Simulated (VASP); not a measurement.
A run of VASP 6.6.1:

Contents of INCAR:

```
SYSTEM = SiC
  ALGO = Normal
  EDIFF = 1E-6
  ENCUT = 520
  GGA = PE
  ISIF = 2
  ISMEAR = -1
  LASPH = .TRUE.
  LCHARG = .TRUE.
  LELF = .TRUE.
  LREAL = .FALSE.
  LVHAR = .TRUE.
  LWAVE = .FALSE.
  NBANDS = 11
  NELM = 60
  PREC = Accurate
  SIGMA = 0.02
```

KPOINTS

```
k-points
0
G
  10 10 10
  0 0 0
```

Contents of POSCAR:

```
SiC
1.0
    0.0000000000      2.1780523450      2.1344912981
    2.1780523450      0.0000000000      2.1344912981
    2.1780523450      2.1780523450      0.0000000000
Si C
1 1
Direct
    0.0000000000      0.0000000000      0.0000000000
    0.2500000000      0.2500000000      0.2500000000
```

Potentials or basis: VASP PAW PBE potentials, release 64 (Si, C).

The run is started by

```console
$ cat potpaw_PBE.64/Si/POTCAR potpaw_PBE.64/C/POTCAR > POTCAR
$ mpirun -np 1 vasp_std > vasp.out
```

Hardware: 1 thread of Intel Xeon 6975P-C (shared host).

How long does it take, and how much memory?

It took 7.5 s on 1 thread of Intel Xeon 6975P-C, on a shared host, peak memory 0.15 GiB. Counts: scf iterations 12, k points 102.
